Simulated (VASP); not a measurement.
# Cd3O2 in VASP: further runs

Cd3O2 is run at these levels: PBE; tasks: relaxation of cell and atoms, single point.

All numbers are computed with VASP 6.6.1; they aren't measurements. Logs are shortened: lines on timing, memory, paths and dates and some standing lists are left out, and cuts for length are marked.

### Step 1. The cell of the first run

It takes space group P6/mmm (No. 191, hexagonal). Conventional cell: a = 5.392 Å, b = 5.392 Å, c = 7.864 Å, α = 90.00°, β = 90.00°, γ = 120.00°. Within 2.7 Å of Cd (site symmetry 6mm) lie 1 Cd at 2.06 Å. Cd (site symmetry -6m2) has 2 O at 1.95 Å within 2.6 Å. Cd (site symmetry -6m2) has 2 O at 1.98 Å within 2.6 Å. Within 2.6 Å of O (site symmetry 3m) lie 2 Cd at 1.95 to 1.98 Å.

The cell was generated, and may not be a known phase.

### Step 2. Relaxation of cell and atoms, PBE

Contents of INCAR:

```
ALGO     = Normal         # electronic algorithm
EDIFF    = 1E-7           # SCF threshold, eV
EDIFFG   = -0.08          # ionic threshold
ENCUT    = 700            # plane-wave cutoff, eV
GGA      = PE             # functional
GGA_COMPAT= F            
IBRION   = 2              # ionic algorithm
ISIF     = 3              # what is computed and relaxed
ISMEAR   = 0              # smearing method
LASPH    = T              # aspherical terms in the spheres
LCHARG   = F              # write CHGCAR
LREAL    = F              # projectors in reciprocal space
LWAVE    = F              # write WAVECAR
NELM     = 120            # most SCF steps
NELMIN   = 4            
NSW      = 36             # ionic steps
PREC     = Accurate       # precision mode
SIGMA    = 0.2            # smearing width, eV
```

Contents of KPOINTS:

```
k-points
0
Gamma
  4 4 2
```

Contents of POSCAR:

```
Cd3O2
1.0
    5.3922960200      0.0000000000      0.0000000000
   -2.6961480100      4.6698653400      0.0000000000
    0.0000000000      0.0000000000      7.8637645800
Cd O
6 4
Direct
    0.0000000000      0.0000000000      0.3688336500
    0.0000000000      0.0000000000      0.6311663500
    0.3333333300      0.6666666700      0.0000000000
    0.6666666700      0.3333333300      0.0000000000
    0.3333333300      0.6666666700      0.5000000000
    0.6666666700      0.3333333300      0.5000000000
    0.3333333300      0.6666666700      0.2480171300
    0.3333333300      0.6666666700      0.7519828700
    0.6666666700      0.3333333300      0.7519828700
    0.6666666700      0.3333333300      0.2480171300
```

Potentials or basis: VASP PAW PBE potentials, release 64 (Cd_sv_GW, O).

Started as:

```bash
$ cat potpaw_PBE.64/Cd_sv_GW/POTCAR potpaw_PBE.64/O/POTCAR > POTCAR
$ mpirun -np 1 vasp_std > vasp.out
```

OUTCAR:

```text
EDIFF = 1E-7
   EDIFFG = -0.08
   ENCUT = 700
   GGA = PE
   IBRION = 2
   ISIF = 3
   ISMEAR = 0
   LASPH = T
   LREAL = F
   NELM = 120
   NELMIN = 4
   NSW = 36
   PREC = Accurate

 ion  position               nearest neighbor table
   1  0.000  0.000  0.369-   2 2.06
   2  0.000  0.000  0.631-   1 2.06
   3  0.333  0.667  0.000-   7 1.95   8 1.95
   4  0.667  0.333  0.000-   9 1.95  10 1.95
   5  0.333  0.667  0.500-   7 1.98   8 1.98
   6  0.667  0.333  0.500-   9 1.98  10 1.98
   7  0.333  0.667  0.248-   3 1.95   5 1.98
   8  0.333  0.667  0.752-   3 1.95   5 1.98
   9  0.667  0.333  0.752-   4 1.95   6 1.98
  10  0.667  0.333  0.248-   4 1.95   6 1.98

  LATTYP: Found a hexagonal cell.
 ALAT       =     5.3922960200
 C/A-ratio  =     1.4583332500

  Lattice vectors:

 A1 = (   5.3922960200,   0.0000000000,   0.0000000000)
 A2 = (  -2.6961480100,   4.6698653400,   0.0000000000)
 A3 = (   0.0000000000,   0.0000000000,   7.8637645800)

Analysis of symmetry for initial positions (statically):
=====================================================================
 Subroutine PRICEL returns:
 Original cell was already a primitive cell.

 Routine SETGRP: Setting up the symmetry group for a
 hexagonal supercell.

 Subroutine GETGRP returns: Found 24 space group operations
 (whereof 24 operations were pure point group operations)
 out of a pool of 24 trial point group operations.

The static configuration has the point symmetry D_6h.

Analysis of symmetry for dynamics (positions and initial velocities):
=====================================================================
 Subroutine PRICEL returns:
 Original cell was already a primitive cell.

 Routine SETGRP: Setting up the symmetry group for a
 hexagonal supercell.

 Subroutine GETGRP returns: Found 24 space group operations
 (whereof 24 operations were pure point group operations)
 out of a pool of 24 trial point group operations.

The dynamic configuration has the point symmetry D_6h.

 Subroutine INISYM returns: Found 24 space group operations
 (whereof 24 operations are pure point group operations),
 and found     1 'primitive' translations

----------------------------------------------------------------------------------------

                                     Primitive cell

  volume of cell :     198.0198

  direct lattice vectors                    reciprocal lattice vectors
     5.392296020  0.000000000  0.000000000     0.185449759  0.107069469  0.000000000
    -2.696148010  4.669865340  0.000000000     0.000000000  0.214138937  0.000000000
     0.000000000  0.000000000  7.863764580     0.000000000  0.000000000  0.127165557

  length of vectors
     5.392296020  5.392296022  7.863764580     0.214138937  0.214138937  0.127165557

  position of ions in fractional coordinates (direct lattice)
     0.000000000  0.000000000  0.368833650
     0.000000000  0.000000000  0.631166350
     0.333333330  0.666666670  0.000000000
     0.666666670  0.333333330  0.000000000
     0.333333330  0.666666670  0.500000000
     0.666666670  0.333333330  0.500000000
     0.333333330  0.666666670  0.248017130
     0.333333330  0.666666670  0.751982870
     0.666666670  0.333333330  0.751982870
     0.666666670  0.333333330  0.248017130

  ion indices of the primitive-cell ions
   primitive index   ion index
                 1           1
                 2           2
                 3           3
                 4           4
                 5           5
                 6           6
                 7           7
                 8           8
                 9           9
                10          10

----------------------------------------------------------------------------------------

 KPOINTS: k-points

Automatic generation of k-mesh.
 Grid dimensions read from file:
 generate k-points for:    4    4    2

 Generating k-lattice:

  Cartesian coordinates                     Fractional coordinates (reciprocal lattice)
     0.046362440  0.026767367  0.000000000     0.250000000  0.000000000  0.000000000
     0.000000000  0.053534734  0.000000000     0.000000000  0.250000000  0.000000000
     0.000000000  0.000000000  0.063582778     0.000000000  0.000000000  0.500000000

  Length of vectors
     0.053534734  0.053534734  0.063582778

  Shift w.r.t. Gamma in fractional coordinates (k-lattice)
     0.000000000  0.000000000  0.000000000

 Subroutine IBZKPT returns following result:
 ===========================================

 Found      8 irreducible k-points:

 Following reciprocal coordinates:
            Coordinates               Weight
  0.000000  0.000000  0.000000      1.000000
  0.250000 -0.000000  0.000000      6.000000
  0.500000 -0.000000  0.000000      3.000000
  0.250000  0.250000  0.000000      6.000000
  0.000000  0.000000  0.500000      1.000000
  0.250000 -0.000000  0.500000      6.000000
  0.500000 -0.000000  0.500000      3.000000
  0.250000  0.250000  0.500000      6.000000
   k-points           NKPTS =      8   k-points in BZ     NKDIM =      8   number of bands    NBANDS=     86
   number of dos      NEDOS =    301   number of ions     NIONS =     10
   total plane-waves  NPLWV = 161280
   dimension x,y,z NGX =    48 NGY =   48 NGZ =   70
   dimension x,y,z NGXF=    96 NGYF=   96 NGZF=  140
   ions per type =               6   4
   NGX,Y,Z   is equivalent  to a cutoff of  14.80, 14.80, 14.80 a.u.
   NGXF,Y,Z  is equivalent  to a cutoff of  29.60, 29.60, 29.60 a.u.
 SYSTEM =  unknown system
   PREC   = accura    normal or accurate (medium, high low for compatibility)
   ISTART =      0    job   : 0-new  1-cont  2-samecut
   ICHARG =      2    charge: 1-file 2-atom 10-const
   ISPIN  =      1    spin polarized calculation?
   LNONCOLLINEAR =      F non collinear calculations
   LSORBIT =      F    spin-orbit coupling
   LASPH  =      T    aspherical Exc in radial PAW
   ENCUT  =  700.0 eV  51.45 Ry    7.17 a.u.  11.63 11.63 16.96*2*pi/ulx,y,z
   NELM   =    120;   NELMIN=  4; NELMDL= -5     # of ELM steps
   EDIFF  = 0.1E-06   stopping-criterion for ELM
   LREAL  =      F    real-space projection
   EDIFFG = -.8E-01   stopping-criterion for IOM
   NSW    =     36    number of steps for IOM
   IBRION =      2    ionic relax: 0-MD 1-quasi-New 2-CG
   NFREE  =      1    steps in history (QN), initial steepest desc. (CG)
   ISIF   =      3    stress and relaxation
   ISYM   =      2    0-nonsym 1-usesym 2-fastsym
   POTIM  = 0.5000    time-step for ionic-motion
   TEBEG  =    0.0;   TEEND  =   0.0 temperature during run
   PSTRESS=    0.0 pullay stress
   NELECT =     144.0000    total number of electrons
   NUPDOWN=      -1.0000    fix difference up-down
   EMIN   =  10.00;   EMAX   =-10.00  energy-range for DOS
   EFERMI =   0.00;   METHOD = LEGACY
   ISMEAR =     0;   SIGMA  =   0.20  broadening in eV -4-tet -1-fermi 0-gaus
   EFERMI_NEDOS =   21; number of points for ismear=-14 and -15
   IALGO  =     38    algorithm
   IMIX   =      4    mixing-type and parameters
     AMIX     =   0.40;   BMIX     =  1.00
     AMIX_MAG =   1.60;   BMIX_MAG =  1.00
  volume/ion in A,a.u.               =      19.80       133.63
  Fermi-wavevector in a.u.,A,eV,Ry     =   1.472175  2.782008 29.487900  2.167300
  Thomas-Fermi vector in A             =   2.587222
   LORBIT       =      0    0 simple, 1 ext, 2 COOP (PROOUT), +10 PAW based schemes
   GGA     = PE    functional components
   LHFCALC =     F    Hartree Fock is set to
   AEXX    =    0.0000 exact exchange contribution
   IVDW    =     0    specifies the selected vdW correction
   LEPSILON=     F    determine dielectric tensor
   LRPA    =     F    only Hartree local field effects (RPA)
 conjugate gradient relaxation of ions
 non-spin polarized calculation
 Gauss-broadening in eV      SIGMA  =   0.20
  energy-cutoff  :      700.00
  volume of cell :      198.02
 maximum number of plane-waves:      8356
 NGX is ok and might be reduce to    48
   NGX = 23   NGY = 23   NGZ = 33

--------------------------------------- Ionic step        1  -------------------------------------------

 number of electron     144.0000007 magnetization

 Free energy of the ion-electron system (eV)
  ---------------------------------------------------
  ext. energy  EPLUGINS =         0.00000000
  ---------------------------------------------------
  free energy    TOTEN  =       -22.87176742 eV

  energy without entropy =      -22.78920802  energy(sigma->0) =      -22.83048772

------------------------ aborting loop because EDIFF is reached ----------------------------------------

  FORCE on cell =-STRESS in cart. coord.  units (eV):
  Direction    XX          YY          ZZ          XY          YZ          ZX
  --------------------------------------------------------------------------------------
  -------------------------------------------------------------------------------------
  Total        3.4680878      3.4680878     37.7257062      0.0000000     -0.0000000     -0.0000000
  in kB       28.0602851     28.0602851    305.2385446      0.0000000     -0.0000000     -0.0000000
  external PRESSURE =     120.4530383 kB  Pullay stress =       0.0000000 kB
[... 113 lines left out ...]
  FREE ENERGIE OF THE ION-ELECTRON SYSTEM (eV)
  ---------------------------------------------------
  free  energy   TOTEN  =       -24.2652390463 eV

  energy  without entropy=      -24.1688657205  energy(sigma->0) =      -24.21705238

[... ionic steps 4 to 10 ...]

--------------------------------------- Ionic step       11  -------------------------------------------

 number of electron     144.0000005 magnetization

------------------------ aborting loop because EDIFF is reached ----------------------------------------
[... 83 lines left out ...]
--------------------------------------- Ionic step       13  -------------------------------------------

 number of electron     143.9999999 magnetization

 Free energy of the ion-electron system (eV)
  ---------------------------------------------------
  ext. energy  EPLUGINS =         0.00000000
  ---------------------------------------------------
  free energy    TOTEN  =       -26.43302620 eV

  energy without entropy =      -26.37694842  energy(sigma->0) =      -26.40498731

 E-fermi :   3.1087     XC(G=0):  -9.6577

 val. band max:        3.0548551579   @ k =   0.5000  -0.0000   0.5000
 cond. band min:       3.1259080415   @ k =   0.2500  -0.0000   0.0000
 fundamental gap:      0.0710528836
 Fermi energy:         3.1086813298

 k-point     1 :       0.0000    0.0000    0.0000
  band No.  band energies     occupation
      1     -99.5206      2.00000
      2     -99.5196      2.00000
      3     -99.4837      2.00000
      4     -99.4826      2.00000
      5     -99.3253      2.00000
      6     -99.3246      2.00000
[... 685 lines left out ...]
     83       9.2075      0.00000
     84       9.2150      0.00000
 [bands above 84 left out]

------------------------ aborting loop because EDIFF is reached ----------------------------------------

  FORCE on cell =-STRESS in cart. coord.  units (eV):
  Direction    XX          YY          ZZ          XY          YZ          ZX
  --------------------------------------------------------------------------------------
  -------------------------------------------------------------------------------------
  Total        0.1472529      0.1472529     -0.4052242      0.0000000      0.0000000     -0.0000000
  in kB        1.1225848      1.1225848     -3.0892336      0.0000000      0.0000000     -0.0000000
  external PRESSURE =      -0.2813547 kB  Pullay stress =       0.0000000 kB
[... 25 lines left out ...]
  FREE ENERGIE OF THE ION-ELECTRON SYSTEM (eV)
  ---------------------------------------------------
  free  energy   TOTEN  =       -26.4330261992 eV

  energy  without entropy=      -26.3769484215  energy(sigma->0) =      -26.40498731

 reached required accuracy - stopping structural energy minimisation
```

It took 63 min on 1 thread of Intel Xeon Platinum 8488C (Sapphire Rapids), shared host; peak memory 0.56 GiB.

Results:

| Quantity | Value |
| --- | --- |
| Free energy | -26.4330 eV |
| Relaxed volume | 21.02 Å³/atom |
| Relaxed cell | a = 5.505 Å, b = 5.505 Å, c = 8.006 Å, α = 90.00°, β = 90.00°, γ = 120.00° |
| Space group after relaxing (to 0.1 Å) | P6/mmm (No. 191) |
| Energy gained by relaxing | 356.1 meV/atom |
| Ionic steps | 13 |
| Pressure after relaxing | 0.0 GPa |
| Largest force after relaxing | 0.045 eV/Å |
| Band gap on the k mesh | 0.07 eV (least direct gap 0.19 eV) |

Forces in eV/Å, atoms in the order of the input:
```
Cd   0.000  0.000  0.006
Cd   0.000  0.000 -0.006
Cd   0.000  0.000  0.000
Cd   0.000  0.000  0.000
Cd   0.000  0.000  0.000
Cd   0.000  0.000  0.000
O    0.000  0.000  0.045
O    0.000  0.000 -0.045
O    0.000  0.000 -0.045
O    0.000  0.000  0.045
```

Stress tensor (GPa, compression positive):
```
 0.11  0.00  0.00
 0.00  0.11  0.00
 0.00  0.00 -0.31
```

Step by step:
| step | energy change (eV) | largest force (eV/Å) | pressure (GPa) | volume (Å³) |
| --- | --- | --- | --- | --- |
| 1 | 0.0000 | 13.8349 | 12.05 | 198.02 |
| 2 | -0.2854 | 0.2813 | -10.46 | 241.96 |
| 3 | -1.3935 | 0.3072 | -9.32 | 232.84 |
| 4 | -2.1564 | 0.2113 | -8.00 | 226.08 |
| 5 | -3.1666 | 0.8397 | -3.00 | 211.92 |
| 6 | -3.1728 | 1.3564 | -1.55 | 209.35 |
| 7 | -3.1811 | 1.1209 | -2.17 | 210.39 |
| 8 | -3.4102 | 0.9831 | 1.43 | 203.76 |
| 9 | -3.4107 | 0.9734 | 1.68 | 203.38 |
| 10 | -3.5170 | 0.4194 | 0.95 | 205.87 |
| 11 | -3.5549 | 0.2657 | 0.13 | 209.44 |
| 12 | -3.5552 | 0.2531 | 0.17 | 209.22 |
| 13 | -3.5613 | 0.0445 | -0.03 | 210.16 |

Final structure:
```
Cd O
1.0
     5.50546    0.00000    0.00000
    -2.75273    4.76787    0.00000
     0.00000    0.00000    8.00641
Cd O
6 4
Direct
  0.00000 0.00000 0.30911
  0.00000 0.00000 0.69089
  0.33333 0.66667 0.00000
  0.66667 0.33333 0.00000
  0.33333 0.66667 0.50000
  0.66667 0.33333 0.50000
  0.33333 0.66667 0.24926
  0.33333 0.66667 0.75074
  0.66667 0.33333 0.75074
  0.66667 0.33333 0.24926
```

Levels at points of the mesh, in eV from the valence-band top:
| k point | band 69 | band 70 | band 71 | band 72 | band 73 | band 74 | band 75 | band 76 |
| --- | --- | --- | --- | --- | --- | --- | --- | --- |
| (0.00, 0.00, 0.00) | -1.73 | -1.19 | -1.19 | -0.85 | 0.67 | 1.72 | 2.76 | 2.76 |
| (0.50, 0.00, 0.00) | -1.30 | -1.27 | -0.92 | -0.63 | 0.47 | 0.55 | 1.38 | 1.45 |
| (0.00, 0.00, 0.50) | -1.67 | -1.61 | -1.61 | -1.43 | 2.09 | 2.16 | 3.07 | 3.07 |
| (0.50, 0.00, 0.50) | -1.28 | -1.26 | -1.05 | 0.00 | 0.89 | 1.34 | 1.69 | 2.01 |

Caveat: the relaxation stopped at a loose force limit of 0.08 eV/Å, so its end isn't a converged minimum. A k mesh can miss the band edges.

(Part 1 of 2 ends here.)

The gap in the log of VASP goes by the Fermi energy; the results here count the filled bands.